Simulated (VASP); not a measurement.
## SiC: single point with LDA

The system is SiC.

```
Si C
1.0
     3.05637    0.00000    0.00000
    -1.52819    2.64690    0.00000
     0.00000    0.00000    5.01584
Si C
2 2
Direct
  0.33333 0.66667 0.99959
  0.66667 0.33333 0.49959
  0.33333 0.66667 0.37541
  0.66667 0.33333 0.87541
```

```
Program                : VASP 6.6.1
Task                   : single point
Functional             : LDA
Potentials or basis    : VASP PAW LDA potentials, release 64 (Si, C)
Cutoff                 : 520 eV
k mesh                 : 12 × 12 × 4
Occupations            : fermi-dirac, width 0.02 eV
Spin                   : no spin polarisation
Dipole correction      : no
Further INCAR settings : ALGO = Normal; EDIFF = 1e-06; NBANDS = 16
```

| Property | Result |
| --- | --- |
| Pressure | 0.4 GPa |
| Band gap on the k mesh | 2.12 eV, indirect (least direct gap 3.91 eV) |

Levels at points of the mesh, in eV from the valence-band top:
```csv
k point,band 6,band 7,band 8,band 9,band 10,band 11
"(0.00, 0.00, 0.00)",-0.11,0.00,0.00,4.92,6.42,6.67
"(0.50, 0.00, 0.00)",-3.37,-3.36,-1.20,2.71,4.16,6.95
"(0.00, 0.00, 0.50)",-0.72,-0.72,-0.72,6.00,6.00,7.35
"(0.50, 0.00, 0.50)",-2.48,-2.35,-2.35,3.25,3.25,5.23
```

Run time: 42 s on 1 thread of Intel Xeon 8259CL, with other jobs on the host, peak memory 0.15 GiB.

A k mesh can miss the band edges. Expect the measured gap to be larger: semilocal functionals such as LDA lack the derivative discontinuity.
